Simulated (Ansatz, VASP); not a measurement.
# AgCl: VASP beside Ansatz

File INCAR:

```
PREC = Accurate ; ENCUT = 520
EDIFF = 1E-6 ; ISMEAR = -1
SIGMA = 0.02 ; LREAL = F
LASPH = T ; NELM = 80
ALGO = Normal ; ISIF = 2
LWAVE = F ; LCHARG = F
NBANDS = 16
```

File KPOINTS:

```
Automatic mesh
0
Gamma
  8 8 8
```

POSCAR

```
AgCl
1.0
    0.0000000000      2.7638751816      2.7638751816
    2.7638751816      0.0000000000      2.7638751816
    2.7638751816      2.7638751816      0.0000000000
Ag Cl
1 1
Direct
    0.5000000000      0.5000000000      0.5000000000
    0.0000000000      0.0000000000      0.0000000000
```

Input for Ansatz:

```yaml
crystal:
  lattice:
    - [0.0, 2.7638751816, 2.7638751816]
    - [2.7638751816, 0.0, 2.7638751816]
    - [2.7638751816, 2.7638751816, 0.0]
  atoms:
    - { symbol: Ag, position: [0.5, 0.5, 0.5] }
    - { symbol: Cl, position: [0.0, 0.0, 0.0] }
kpoints:
  mp_grid: { grid: [8, 8, 8] }
  band_path:
    path:
      - [0.0, 0.0, 0.0]
      - [0.5, 0.0, 0.5]
      - [0.625, 0.25, 0.625]
      - [0.375, 0.375, 0.75]
      - [0.0, 0.0, 0.0]
      - [0.5, 0.5, 0.5]
      - [0.5, 0.25, 0.75]
      - [0.5, 0.0, 0.5]
    npoints: 5
scf:
  occupations: { method: fermi_dirac, width: 0.02 }
hamiltonian:
  xc: lda
  pseudopotentials: { kind: all_electron, lapw: { basis_error: 0.0005 } }
output:
  forces: true
  stress: true
  eigenvalues: true
```

Change from the starting cell: volume scaled by 0.99.

Alike in both runs: task single point; functional LDA; k mesh 8 × 8 × 8; occupations fermi-dirac, width 0.02 eV; no spin polarisation.

```csv
,VASP,Ansatz
version,VASP 6.6.1,Ansatz 0.2.0
potentials or method,"VASP PAW LDA potentials, release 64 (Ag, Cl), cutoff 520 eV","all-electron LAPW, scalar-relativistic"
```

|  | VASP | Ansatz | Ansatz less VASP |
| --- | --- | --- | --- |
| pressure (GPa) | -5.2 | -5.2 | +0.01 |

LDA's correlation is that of Perdew and Zunger in VASP and of Perdew and Wang (1992) in Ansatz. Ansatz ran all-electron here, and VASP with PAW potentials.
